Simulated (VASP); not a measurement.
# V (Pm-3m) in VASP: a series of runs, part 2 of 2

VASP 6.6.1. The steps go on from the part before.

**3. Single point, PBE (volume scaled by 0.68)**

Contents of INCAR:

```
ALGO = Normal
EDIFF = 1E-6
ENCUT = 520
GGA = PE
ISIF = 2
ISMEAR = -1
LASPH = T
LCHARG = T
LELF = T
LREAL = F
LVHAR = T
LWAVE = F
NBANDS = 12
NELM = 80
PREC = Accurate
SIGMA = 0.08
```

Contents of KPOINTS:

```
k-points
0
Gamma
  15 15 15
```

Contents of POSCAR:

```
V
1.0
    2.1558415010      0.0000000000      0.0000000000
    0.0000000000      2.1558415010      0.0000000000
    0.0000000000      0.0000000000      2.1558415010
V
1
Direct
    0.0000000000      0.0000000000      0.0000000000
```

Potentials or basis: VASP PAW PBE potentials, release 64 (V_sv).

Run with:

```console
$ cat potpaw_PBE.64/V_sv/POTCAR > POTCAR
$ mpirun -np 1 vasp_std > vasp.out
```

OUTCAR:

```text
EDIFF = 1E-6
   ENCUT = 520
   GGA = PE
   ISIF = 2
   ISMEAR = -1
   LASPH = T
   LREAL = F
   NELM = 80
   PREC = Accurate

 ion  position               nearest neighbor table
   1  0.000  0.000  0.000-

  LATTYP: Found a simple cubic cell.
 ALAT       =     2.1558415010

  Lattice vectors:

 A1 = (   2.1558415010,   0.0000000000,   0.0000000000)
 A2 = (   0.0000000000,   2.1558415010,   0.0000000000)
 A3 = (   0.0000000000,   0.0000000000,   2.1558415010)

Analysis of symmetry for initial positions (statically):
=====================================================================
 Subroutine PRICEL returns:
 Original cell was already a primitive cell.

 Routine SETGRP: Setting up the symmetry group for a
 simple cubic supercell.

 Subroutine GETGRP returns: Found 48 space group operations
 (whereof 48 operations were pure point group operations)
 out of a pool of 48 trial point group operations.

The static configuration has the point symmetry O_h .

Analysis of symmetry for dynamics (positions and initial velocities):
=====================================================================
 Subroutine PRICEL returns:
 Original cell was already a primitive cell.

[... 156 lines left out ...]
 fundamental gap:      0.1127120204
 Fermi energy:        14.2572243075

 k-point     1 :       0.0000    0.0000    0.0000
  band No.  band energies     occupation
      1     -49.9767      2.00000
      2     -22.0267      2.00000
      3     -22.0267      2.00000
      4     -22.0267      2.00000
      5       7.1784      2.00000
      6      10.4929      2.00000
      7      10.4929      2.00000
      8      19.5469      0.00000
      9      19.5469      0.00000
     10      19.5469      0.00000
     11      37.6931      0.00000
     12      37.6931      0.00000
[... 331 lines left out ...]
 k-point    24 :       0.3333    0.2000    0.0000
  band No.  band energies     occupation
      1     -49.3337      2.00000
      2     -24.1399      2.00000
      3     -22.8293      2.00000
      4     -21.7230      2.00000
      5      10.7464      2.00000
      6      12.1330      2.00000
      7      14.3430      0.50987
      8      17.0805      0.00000
      9      17.5854      0.00000
     10      18.6149      0.00000
     11      28.5976      0.00000
     12      35.0562      0.00000

 [... further k-points ...]
[... 5 lines left out ...]
  --------------------------------------------------------------------------------------
  -------------------------------------------------------------------------------------
  Total        6.8997462      6.8997462      6.8997462      0.0000000     -0.0000000      0.0000000
  in kB     1103.2989771   1103.2989771   1103.2989771      0.0000000     -0.0000000      0.0000000
  external PRESSURE =    1103.2989771 kB  Pullay stress =       0.0000000 kB

 VOLUME and BASIS-vectors are now :
 -----------------------------------------------------------------------------
  energy-cutoff  :      520.00
  volume of cell :       10.02
      direct lattice vectors                 reciprocal lattice vectors
     2.155841501  0.000000000  0.000000000     0.463855993  0.000000000  0.000000000
     0.000000000  2.155841501  0.000000000     0.000000000  0.463855993  0.000000000
     0.000000000  0.000000000  2.155841501     0.000000000  0.000000000  0.463855993

 POSITION                                       TOTAL-FORCE (eV/Angst)
 -----------------------------------------------------------------------------------
      0.00000      0.00000      0.00000         0.000000      0.000000      0.000000
 -----------------------------------------------------------------------------------
    total drift:                                0.000000     -0.000000      0.000000

  FREE ENERGIE OF THE ION-ELECTRON SYSTEM (eV)
  ---------------------------------------------------
  free  energy   TOTEN  =        -6.9645091965 eV

  energy  without entropy=       -6.9477487747  energy(sigma->0) =       -6.95612899
```

OSZICAR:

```text
N       E                     dE             d eps       ncg     rms          rms(c)
DAV:   1     0.919339614395E+02    0.91934E+02   -0.70500E+03  2888   0.124E+03
DAV:   2    -0.625566566737E+01   -0.98190E+02   -0.94325E+02  2984   0.335E+02
DAV:   3    -0.740027864580E+01   -0.11446E+01   -0.11426E+01  3048   0.426E+01
DAV:   4    -0.740511945344E+01   -0.48408E-02   -0.48407E-02  3200   0.293E+00
DAV:   5    -0.740516949531E+01   -0.50042E-04   -0.50040E-04  3040   0.279E-01    0.291E+01
DAV:   6    -0.698272090280E+01    0.42245E+00   -0.83024E-01  2964   0.150E+01    0.112E+01
DAV:   7    -0.696560683338E+01    0.17114E-01   -0.40042E-02  3156   0.287E+00    0.331E+00
DAV:   8    -0.696459470187E+01    0.10121E-02   -0.81499E-03  2892   0.144E+00    0.125E-01
DAV:   9    -0.696451798094E+01    0.76721E-04   -0.97846E-05  3184   0.164E-01    0.203E-02
DAV:  10    -0.696450897147E+01    0.90095E-05   -0.48934E-06  2944   0.250E-02    0.628E-03
DAV:  11    -0.696450919650E+01   -0.22502E-06   -0.73199E-08  1580   0.391E-03
   1 F= -.69645092E+01 E0= -.69561290E+01  d E =-.167604E-01
```

Run time: 4.1 s. Hardware: 1 thread of Intel Xeon 6975P-C, shared host; peak memory 0.12 GiB.

Results:

```
Free energy : -6.9645 eV
Pressure    : 110.3 GPa
```

Levels at points of the mesh, in eV from the Fermi level:
```tsv
k point	band 5	band 6	band 7	band 8	band 9	band 10
(0.00, 0.00, 0.00)	-7.08	-3.76	-3.76	5.29	5.29	5.29
```

**4. Single point, PBE (volume scaled by 0.68)**

Contents of INCAR:

```
SYSTEM = V
PREC = Accurate
ENCUT = 520
EDIFF = 1E-6
ISMEAR = -1
SIGMA = 0.08
LREAL = .False.
LASPH = .True.
NELM = 80
ALGO = Normal
ISIF = 2
LWAVE = .False.
LCHARG = .False.
GGA = PE
NBANDS = 12
```

Contents of KPOINTS:

```
Automatic mesh
0
Gamma
  15 15 15
  0 0 0
```

POSCAR is that of step 3.

Potentials or basis: VASP PAW PBE potentials, release 64 (V_sv).

Run with:

```console
$ cat potpaw_PBE.64/V_sv/POTCAR > POTCAR
$ mpirun -np 1 vasp_std > vasp.out
```

OUTCAR:

```text
SYSTEM = V
   PREC = Accurate
   ENCUT = 520
   EDIFF = 1E-6
   ISMEAR = -1
   LREAL = .False.
   LASPH = .True.
   NELM = 80
   ISIF = 2
   GGA = PE

 ion  position               nearest neighbor table
   1  0.000  0.000  0.000-

  LATTYP: Found a simple cubic cell.
 ALAT       =     2.1558415010

  Lattice vectors:

 A1 = (   2.1558415010,   0.0000000000,   0.0000000000)
 A2 = (   0.0000000000,   2.1558415010,   0.0000000000)
 A3 = (   0.0000000000,   0.0000000000,   2.1558415010)

Analysis of symmetry for initial positions (statically):
=====================================================================
 Subroutine PRICEL returns:
 Original cell was already a primitive cell.

 Routine SETGRP: Setting up the symmetry group for a
 simple cubic supercell.

 Subroutine GETGRP returns: Found 48 space group operations
 (whereof 48 operations were pure point group operations)
 out of a pool of 48 trial point group operations.

The static configuration has the point symmetry O_h .

Analysis of symmetry for dynamics (positions and initial velocities):
=====================================================================
 Subroutine PRICEL returns:
 Original cell was already a primitive cell.

 Routine SETGRP: Setting up the symmetry group for a
 simple cubic supercell.

 Subroutine GETGRP returns: Found 48 space group operations
 (whereof 48 operations were pure point group operations)
 out of a pool of 48 trial point group operations.

The dynamic configuration has the point symmetry O_h .

 Subroutine INISYM returns: Found 48 space group operations
 (whereof 48 operations are pure point group operations),
 and found     1 'primitive' translations

----------------------------------------------------------------------------------------

                                     Primitive cell

  volume of cell :      10.0196

  direct lattice vectors                    reciprocal lattice vectors
     2.155841501  0.000000000  0.000000000     0.463855993  0.000000000  0.000000000
     0.000000000  2.155841501  0.000000000     0.000000000  0.463855993  0.000000000
     0.000000000  0.000000000  2.155841501     0.000000000  0.000000000  0.463855993

  length of vectors
     2.155841501  2.155841501  2.155841501     0.463855993  0.463855993  0.463855993

  position of ions in fractional coordinates (direct lattice)
     0.000000000  0.000000000  0.000000000

  ion indices of the primitive-cell ions
   primitive index   ion index
                 1           1

----------------------------------------------------------------------------------------

 KPOINTS: Automatic mesh

Automatic generation of k-mesh.
 Grid dimensions read from file:
 generate k-points for:   15   15   15

 Generating k-lattice:

  Cartesian coordinates                     Fractional coordinates (reciprocal lattice)
     0.030923733  0.000000000  0.000000000     0.066666667  0.000000000  0.000000000
     0.000000000  0.030923733  0.000000000     0.000000000  0.066666667  0.000000000
     0.000000000  0.000000000  0.030923733     0.000000000  0.000000000  0.066666667

  Length of vectors
     0.030923733  0.030923733  0.030923733

  Shift w.r.t. Gamma in fractional coordinates (k-lattice)
     0.000000000  0.000000000  0.000000000

 Subroutine IBZKPT returns following result:
 ===========================================

 Found    120 irreducible k-points:

 Following reciprocal coordinates:
            Coordinates               Weight
  0.000000  0.000000  0.000000      1.000000
  0.066667  0.000000  0.000000      6.000000
  0.133333  0.000000  0.000000      6.000000
  0.200000  0.000000  0.000000      6.000000
  0.266667  0.000000  0.000000      6.000000
  0.333333  0.000000  0.000000      6.000000
[... 16 lines left out ...]
  0.266667  0.200000  0.000000     24.000000
  0.333333  0.200000  0.000000     24.000000
 [... further k-points ...]
   k-points           NKPTS =    120   k-points in BZ     NKDIM =    120   number of bands    NBANDS=     12
   number of dos      NEDOS =    301   number of ions     NIONS =      1
   total plane-waves  NPLWV =   4096
   dimension x,y,z NGX =    16 NGY =   16 NGZ =   16
   dimension x,y,z NGXF=    32 NGYF=   32 NGZF=   32
   ions per type =               1
   NGX,Y,Z   is equivalent  to a cutoff of  12.34, 12.34, 12.34 a.u.
   NGXF,Y,Z  is equivalent  to a cutoff of  24.68, 24.68, 24.68 a.u.
 SYSTEM =  V
   PREC   = accura    normal or accurate (medium, high low for compatibility)
   ISTART =      0    job   : 0-new  1-cont  2-samecut
   ICHARG =      2    charge: 1-file 2-atom 10-const
   ISPIN  =      1    spin polarized calculation?
   LNONCOLLINEAR =      F non collinear calculations
   LSORBIT =      F    spin-orbit coupling
   LASPH  =      T    aspherical Exc in radial PAW
   ENCUT  =  520.0 eV  38.22 Ry    6.18 a.u.   4.01  4.01  4.01*2*pi/ulx,y,z
   NELM   =     80;   NELMIN=  2; NELMDL= -5     # of ELM steps
   EDIFF  = 0.1E-05   stopping-criterion for ELM
   LREAL  =      F    real-space projection
   EDIFFG = 0.1E-04   stopping-criterion for IOM
   NSW    =      0    number of steps for IOM
   IBRION =     -1    ionic relax: 0-MD 1-quasi-New 2-CG
   NFREE  =      0    steps in history (QN), initial steepest desc. (CG)
   ISIF   =      2    stress and relaxation
   ISYM   =      2    0-nonsym 1-usesym 2-fastsym
   POTIM  = 0.5000    time-step for ionic-motion
   TEBEG  =    0.0;   TEEND  =   0.0 temperature during run
   PSTRESS=    0.0 pullay stress
   NELECT =      13.0000    total number of electrons
   NUPDOWN=      -1.0000    fix difference up-down
   EMIN   =  10.00;   EMAX   =-10.00  energy-range for DOS
   EFERMI =   0.00;   METHOD = LEGACY
   ISMEAR =    -1;   SIGMA  =   0.08  broadening in eV -4-tet -1-fermi 0-gaus
   EFERMI_NEDOS =   21; number of points for ismear=-14 and -15
   IALGO  =     38    algorithm
   IMIX   =      4    mixing-type and parameters
     AMIX     =   0.40;   BMIX     =  1.00
     AMIX_MAG =   1.60;   BMIX_MAG =  1.00
  volume/ion in A,a.u.               =      10.02        67.62
  Fermi-wavevector in a.u.,A,eV,Ry     =   1.785552  3.374204 43.378030  3.188195
  Thomas-Fermi vector in A             =   2.849313
   LORBIT       =      0    0 simple, 1 ext, 2 COOP (PROOUT), +10 PAW based schemes
   GGA     = PE    functional components
   LHFCALC =     F    Hartree Fock is set to
   AEXX    =    0.0000 exact exchange contribution
   IVDW    =     0    specifies the selected vdW correction
   LEPSILON=     F    determine dielectric tensor
   LRPA    =     F    only Hartree local field effects (RPA)
 non-spin polarized calculation
  energy-cutoff  :      520.00
  volume of cell :       10.02
 maximum number of plane-waves:       285
   NGX =  9   NGY =  9   NGZ =  9

 number of electron      12.9999977 magnetization

 Free energy of the ion-electron system (eV)
  ---------------------------------------------------
  ext. energy  EPLUGINS =         0.00000000
  ---------------------------------------------------
  free energy    TOTEN  =        -6.96450920 eV

  energy without entropy =       -6.94774877  energy(sigma->0) =       -6.95612899

 E-fermi :  14.2572     XC(G=0): -14.4701

 val. band max:       14.2055890757   @ k =   0.4667   0.4000   0.1333
 cond. band min:      14.3183010961   @ k =   0.4667   0.3333   0.2000
 fundamental gap:      0.1127120204
 Fermi energy:        14.2572243075

 k-point     1 :       0.0000    0.0000    0.0000
  band No.  band energies     occupation
      1     -49.9767      2.00000
      2     -22.0267      2.00000
      3     -22.0267      2.00000
      4     -22.0267      2.00000
      5       7.1784      2.00000
      6      10.4929      2.00000
      7      10.4929      2.00000
      8      19.5469      0.00000
      9      19.5469      0.00000
     10      19.5469      0.00000
     11      37.6931      0.00000
     12      37.6931      0.00000

 k-point     2 :       0.0667    0.0000    0.0000
  band No.  band energies     occupation
      1     -49.9518      2.00000
      2     -22.1681      2.00000
      3     -22.0146      2.00000
      4     -22.0146      2.00000
      5       7.3647      2.00000
      6      10.5416      2.00000
      7      10.6885      2.00000
      8      19.3645      0.00000
      9      19.3645      0.00000
     10      19.5605      0.00000
     11      36.4572      0.00000
     12      37.9886      0.00000
[... 316 lines left out ...]
 k-point    24 :       0.3333    0.2000    0.0000
  band No.  band energies     occupation
      1     -49.3337      2.00000
      2     -24.1399      2.00000
      3     -22.8293      2.00000
      4     -21.7230      2.00000
      5      10.7464      2.00000
      6      12.1330      2.00000
      7      14.3430      0.50987
      8      17.0805      0.00000
      9      17.5854      0.00000
     10      18.6149      0.00000
     11      28.5976      0.00000
     12      35.0562      0.00000

 [... further k-points ...]
[... 5 lines left out ...]
  --------------------------------------------------------------------------------------
  -------------------------------------------------------------------------------------
  Total        6.8997462      6.8997462      6.8997462      0.0000000     -0.0000000      0.0000000
  in kB     1103.2989771   1103.2989771   1103.2989771      0.0000000     -0.0000000      0.0000000
  external PRESSURE =    1103.2989771 kB  Pullay stress =       0.0000000 kB

 VOLUME and BASIS-vectors are now :
 -----------------------------------------------------------------------------
  energy-cutoff  :      520.00
  volume of cell :       10.02
      direct lattice vectors                 reciprocal lattice vectors
     2.155841501  0.000000000  0.000000000     0.463855993  0.000000000  0.000000000
     0.000000000  2.155841501  0.000000000     0.000000000  0.463855993  0.000000000
     0.000000000  0.000000000  2.155841501     0.000000000  0.000000000  0.463855993

 POSITION                                       TOTAL-FORCE (eV/Angst)
 -----------------------------------------------------------------------------------
      0.00000      0.00000      0.00000         0.000000      0.000000      0.000000
 -----------------------------------------------------------------------------------
    total drift:                                0.000000     -0.000000      0.000000

  FREE ENERGIE OF THE ION-ELECTRON SYSTEM (eV)
  ---------------------------------------------------
  free  energy   TOTEN  =        -6.9645091965 eV

  energy  without entropy=       -6.9477487747  energy(sigma->0) =       -6.95612899
```

OSZICAR:

```text
N       E                     dE             d eps       ncg     rms          rms(c)
DAV:   1     0.919339614395E+02    0.91934E+02   -0.70500E+03  2888   0.124E+03
DAV:   2    -0.625566566737E+01   -0.98190E+02   -0.94325E+02  2984   0.335E+02
DAV:   3    -0.740027864580E+01   -0.11446E+01   -0.11426E+01  3048   0.426E+01
DAV:   4    -0.740511945344E+01   -0.48408E-02   -0.48407E-02  3200   0.293E+00
DAV:   5    -0.740516949531E+01   -0.50042E-04   -0.50040E-04  3040   0.279E-01    0.291E+01
DAV:   6    -0.698272090280E+01    0.42245E+00   -0.83024E-01  2964   0.150E+01    0.112E+01
DAV:   7    -0.696560683338E+01    0.17114E-01   -0.40042E-02  3156   0.287E+00    0.331E+00
DAV:   8    -0.696459470187E+01    0.10121E-02   -0.81499E-03  2892   0.144E+00    0.125E-01
DAV:   9    -0.696451798094E+01    0.76721E-04   -0.97846E-05  3184   0.164E-01    0.203E-02
DAV:  10    -0.696450897147E+01    0.90095E-05   -0.48934E-06  2944   0.250E-02    0.628E-03
DAV:  11    -0.696450919650E+01   -0.22502E-06   -0.73199E-08  1580   0.391E-03
   1 F= -.69645092E+01 E0= -.69561290E+01  d E =-.167604E-01
```

stdout:

```text
POSCAR found type information on POSCAR V
 POSCAR found :  1 types and       1 ions
 scaLAPACK will be used
 LDA part: xc-table for (Slater+PW92), standard interpolation
 POSCAR, INCAR and KPOINTS ok, starting setup
 FFT: planning ... GRIDC
 FFT: planning ... GRID_SOFT
 FFT: planning ... GRID
 WAVECAR not read
 entering main loop
```

It took 4.5 s on 1 thread of Intel Xeon 6975P-C, shared host; peak memory 0.12 GiB.

Results:

| Property | Result |
| --- | --- |
| Free energy | -6.9645 eV |
| Pressure | 110.3 GPa |
